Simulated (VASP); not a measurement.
# La (Im-3m) in VASP: a series of runs

The runs below take La through single point, relaxation of cell and atoms, with r2SCAN.

Program: VASP 6.6.1. These are calculated values, not measurements. Logs are shortened: lines on timing, memory, paths and dates and some standing lists are left out, and cuts for length are marked.

## 1. The cell of the first run

It takes space group Im-3m (No. 229, cubic). The conventional cell has a = 4.251 Å, b = 4.251 Å, c = 4.251 Å, α = 90.00°, β = 90.00°, γ = 90.00°. La (site symmetry m-3m) has 14 La at 3.68 to 4.25 Å within 4.8 Å.

## 2. Single point, r2SCAN

File POSCAR:

```
La
1.0
   -2.1253808628      2.1253808628      2.1253808628
    2.1253808628     -2.1253808628      2.1253808628
    2.1253808628      2.1253808628     -2.1253808628
La
1
Direct
    0.0000000000      0.0000000000      0.0000000000
```

File INCAR.step1:

```
SYSTEM = La
PREC = Accurate
ENCUT = 520
ISMEAR = -1
SIGMA = 0.1
LREAL = .False.
LASPH = .True.
NELM = 60
NBANDS = 12
GGA = PE
ALGO = Normal
EDIFF = 1E-4
LWAVE = .True.
LCHARG = .False.
```

File INCAR.step2:

```
SYSTEM = La
PREC = Accurate
ENCUT = 520
EDIFF = 1E-7
ISMEAR = -1
SIGMA = 0.1
LREAL = .False.
LASPH = .True.
NELM = 60
ALGO = Normal
ISIF = 2
LWAVE = .False.
LCHARG = .False.
METAGGA = R2SCAN
LMIXTAU = .True.
NBANDS = 12
ISTART = 1
```

File KPOINTS:

```
Automatic mesh
0
Gamma
  11 11 11
  0 0 0
```

Potentials or basis: VASP PAW PBE potentials, release 64 (La).

Started as:

```sh
$ cat potpaw_PBE.64/La/POTCAR > POTCAR
$ cp INCAR.step1 INCAR
$ mpirun -np 1 vasp_std > vasp.out
$ cp INCAR.step2 INCAR
$ mpirun -np 1 vasp_std > vasp.out
```

OUTCAR:

```text
SYSTEM = La
   PREC = Accurate
   ENCUT = 520
   EDIFF = 1E-7
   ISMEAR = -1
   LREAL = .False.
   LASPH = .True.
   NELM = 60
   ISIF = 2
   METAGGA = R2SCAN
   ISTART = 1

 ion  position               nearest neighbor table
   1  0.000  0.000  0.000-

  LATTYP: Found a body centered cubic cell.
 ALAT       =     4.2507617256

  Lattice vectors:

 A1 = (  -2.1253808628,   2.1253808628,   2.1253808628)
 A2 = (   2.1253808628,  -2.1253808628,   2.1253808628)
 A3 = (   2.1253808628,   2.1253808628,  -2.1253808628)

Analysis of symmetry for initial positions (statically):
=====================================================================
 Subroutine PRICEL returns:
 Original cell was already a primitive cell.

 Routine SETGRP: Setting up the symmetry group for a
 body centered cubic supercell.

 Subroutine GETGRP returns: Found 48 space group operations
 (whereof 48 operations were pure point group operations)
 out of a pool of 48 trial point group operations.

The static configuration has the point symmetry O_h .

Analysis of symmetry for dynamics (positions and initial velocities):
=====================================================================
 Subroutine PRICEL returns:
 Original cell was already a primitive cell.

 Routine SETGRP: Setting up the symmetry group for a
 body centered cubic supercell.

 Subroutine GETGRP returns: Found 48 space group operations
 (whereof 48 operations were pure point group operations)
 out of a pool of 48 trial point group operations.

The dynamic configuration has the point symmetry O_h .

 Subroutine INISYM returns: Found 48 space group operations
 (whereof 48 operations are pure point group operations),
 and found     1 'primitive' translations

----------------------------------------------------------------------------------------

                                     Primitive cell

  volume of cell :      38.4035

  direct lattice vectors                    reciprocal lattice vectors
    -2.125380863  2.125380863  2.125380863     0.000000000  0.235251954  0.235251954
     2.125380863 -2.125380863  2.125380863     0.235251954  0.000000000  0.235251954
     2.125380863  2.125380863 -2.125380863     0.235251954  0.235251954  0.000000000

  length of vectors
     3.681267640  3.681267640  3.681267640     0.332696503  0.332696503  0.332696503

  position of ions in fractional coordinates (direct lattice)
[... 76 lines left out ...]
   NELM   =     60;   NELMIN=  2; NELMDL=  0     # of ELM steps
   EDIFF  = 0.1E-06   stopping-criterion for ELM
   LREAL  =      F    real-space projection
   EDIFFG = 0.1E-05   stopping-criterion for IOM
   NSW    =      0    number of steps for IOM
   IBRION =     -1    ionic relax: 0-MD 1-quasi-New 2-CG
   NFREE  =      0    steps in history (QN), initial steepest desc. (CG)
   ISIF   =      2    stress and relaxation
   ISYM   =      2    0-nonsym 1-usesym 2-fastsym
   POTIM  = 0.5000    time-step for ionic-motion
   TEBEG  =    0.0;   TEEND  =   0.0 temperature during run
   PSTRESS=    0.0 pullay stress
   NELECT =      11.0000    total number of electrons
   NUPDOWN=      -1.0000    fix difference up-down
   EMIN   =  10.00;   EMAX   =-10.00  energy-range for DOS
   EFERMI =   0.00;   METHOD = LEGACY
   ISMEAR =    -1;   SIGMA  =   0.10  broadening in eV -4-tet -1-fermi 0-gaus
   EFERMI_NEDOS =   21; number of points for ismear=-14 and -15
   IALGO  =     38    algorithm
   IMIX   =      4    mixing-type and parameters
     AMIX     =   0.40;   BMIX     =  1.00
     AMIX_MAG =   1.60;   BMIX_MAG =  1.00
  volume/ion in A,a.u.               =      38.40       259.16
  Fermi-wavevector in a.u.,A,eV,Ry     =   1.079151  2.039300 15.844900  1.164567
  Thomas-Fermi vector in A             =   2.215109
   LORBIT       =      0    0 simple, 1 ext, 2 COOP (PROOUT), +10 PAW based schemes
   METAGGA = R2SCAN    functional components
   LHFCALC =     F    Hartree Fock is set to
   AEXX    =    0.0000 exact exchange contribution
   IVDW    =     0    specifies the selected vdW correction
   LEPSILON=     F    determine dielectric tensor
   LRPA    =     F    only Hartree local field effects (RPA)
 non-spin polarized calculation
  energy-cutoff  :      520.00
  volume of cell :       38.40
 maximum number of plane-waves:      1055
   NGX = 13   NGY = 13   NGZ = 13

 number of electron      10.9999999 magnetization

 Free energy of the ion-electron system (eV)
  ---------------------------------------------------
  ext. energy  EPLUGINS =         0.00000000
  ---------------------------------------------------
  free energy    TOTEN  =       -29.66601143 eV

  energy without entropy =      -29.58363831  energy(sigma->0) =      -29.62482487

 E-fermi :   7.6916     XC(G=0): -10.0819

 val. band max:        7.6821776863   @ k =  -0.2727   0.3636   0.0909
 cond. band min:       7.7034150723   @ k =   0.3636   0.0909   0.0000
 fundamental gap:      0.0212373859
 Fermi energy:         7.6916339596

 k-point     1 :       0.0000    0.0000    0.0000
  band No.  band energies     occupation
      1     -26.4891      2.00000
      2      -9.0560      2.00000
      3      -9.0560      2.00000
      4      -9.0560      2.00000
      5       4.2805      2.00000
      6       9.3468      0.00000
      7       9.3468      0.00000
      8       9.3468      0.00000
      9       9.4117      0.00000
     10       9.4117      0.00000
     11       9.4117      0.00000
     12      10.1721      0.00000
[... 331 lines left out ...]
 k-point    24 :       0.3636    0.1818    0.0909
  band No.  band energies     occupation
      1     -26.2799      2.00000
      2     -10.1376      2.00000
      3      -9.6518      2.00000
      4      -9.2867      2.00000
      5       6.9042      1.99924
      6       7.6313      1.29263
      7       8.9141      0.00001
      8       9.6907      0.00000
      9       9.7753      0.00000
     10       9.9258      0.00000
     11      10.0320      0.00000
     12      10.0528      0.00000

 [... further k-points ...]
[... 5 lines left out ...]
  --------------------------------------------------------------------------------------
  -------------------------------------------------------------------------------------
  Total        0.0219423      0.0219423      0.0219423      0.0000000     -0.0000000      0.0000000
  in kB        0.9154228      0.9154228      0.9154228      0.0000000     -0.0000000      0.0000000
  external PRESSURE =       0.9154228 kB  Pullay stress =       0.0000000 kB

 VOLUME and BASIS-vectors are now :
 -----------------------------------------------------------------------------
  energy-cutoff  :      520.00
  volume of cell :       38.40
      direct lattice vectors                 reciprocal lattice vectors
    -2.125380863  2.125380863  2.125380863     0.000000000  0.235251954  0.235251954
     2.125380863 -2.125380863  2.125380863     0.235251954  0.000000000  0.235251954
     2.125380863  2.125380863 -2.125380863     0.235251954  0.235251954  0.000000000

 POSITION                                       TOTAL-FORCE (eV/Angst)
 -----------------------------------------------------------------------------------
      0.00000      0.00000      0.00000         0.000000     -0.000000      0.000000
 -----------------------------------------------------------------------------------
    total drift:                               -0.000000     -0.000000      0.000000

  FREE ENERGIE OF THE ION-ELECTRON SYSTEM (eV)
  ---------------------------------------------------
  free  energy   TOTEN  =       -29.6660114348 eV

  energy  without entropy=      -29.5836383070  energy(sigma->0) =      -29.62482487
```

OSZICAR.step1:

```text
N       E                     dE             d eps       ncg     rms          rms(c)
DAV:   1     0.959131347395E+02    0.95913E+02   -0.37520E+03  1376   0.116E+03
DAV:   2     0.123555420109E+01   -0.94678E+02   -0.91300E+02  1736   0.178E+02
DAV:   3    -0.445482950050E+01   -0.56904E+01   -0.54775E+01  1848   0.740E+01
DAV:   4    -0.479353278494E+01   -0.33870E+00   -0.32268E+00  2536   0.119E+01
DAV:   5    -0.480630561386E+01   -0.12773E-01   -0.12733E-01  2228   0.234E+00    0.201E+00
DAV:   6    -0.479743315026E+01    0.88725E-02   -0.11405E-02  2376   0.865E-01    0.121E+00
DAV:   7    -0.479849507187E+01   -0.10619E-02   -0.45829E-02  1780   0.163E+00    0.202E-01
DAV:   8    -0.479844153509E+01    0.53537E-04   -0.16646E-03  2508   0.357E-01    0.235E-01
DAV:   9    -0.480153485283E+01   -0.30933E-02   -0.74108E-03  2168   0.624E-01    0.213E-01
DAV:  10    -0.480215133930E+01   -0.61649E-03   -0.95568E-04  2396   0.197E-01    0.200E-01
DAV:  11    -0.480238665214E+01   -0.23531E-03   -0.17951E-04  1756   0.102E-01    0.176E-01
DAV:  12    -0.480240543787E+01   -0.18786E-04   -0.18613E-05  1208   0.601E-02
   1 F= -.48024054E+01 E0= -.47575051E+01  d E =-.898006E-01
```

Wall time 2 min (1 thread of Intel Xeon 6975P-C, shared host); peak memory 0.19 GiB.

What came out:

* Free energy: -29.6660 eV
* Pressure: 0.1 GPa

Levels at points of the mesh, in eV from the Fermi level:
```csv
k point,band 3,band 4,band 5,band 6,band 7,band 8,band 9,band 10
"(0.00, 0.00, 0.00)",-16.75,-16.75,-3.41,1.66,1.66,1.66,1.72,1.72
```

Caveat: the PAW data sets were made with another functional, which shifts forces and pressure a little; spin-orbit coupling is left out, which moves the levels of the heavy elements.

(Continued in part 2 of 3.)
